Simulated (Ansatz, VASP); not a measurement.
## HgTe: VASP beside Ansatz

```
Hg Te
1.0
     0.00000    2.63571    2.63571
     2.63571    0.00000    2.63571
     2.63571    2.63571    0.00000
Hg Te
1 1
Cartesian
  0.0000 0.0000 0.0000
  1.3179 1.3179 1.3179
```

Change from the starting cell: volume scaled by 0.55, LAPW.

Alike in both runs: task single point; functional LDA; k mesh 11 × 11 × 11; occupations fermi-dirac, width 0.05 eV; no spin polarisation.

|  | VASP | Ansatz |
| --- | --- | --- |
| version | VASP 6.6.1 | Ansatz 0.2.0 |
| potentials or method | VASP PAW LDA potentials, release 64 (Hg, Te), cutoff 520 eV | all-electron LAPW, scalar-relativistic |

```tsv
	VASP	Ansatz	Ansatz less VASP
pressure (GPa)	131.6	129.1	-2.48
```

LDA's correlation is that of Perdew and Zunger in VASP and of Perdew and Wang (1992) in Ansatz. Both programs put the cell under a high pressure, so it lies far from rest at this level. Ansatz ran all-electron here, and VASP with PAW potentials.

Spin-orbit coupling is off throughout. Noted on VASP's run: the cell as given lies far from equilibrium.
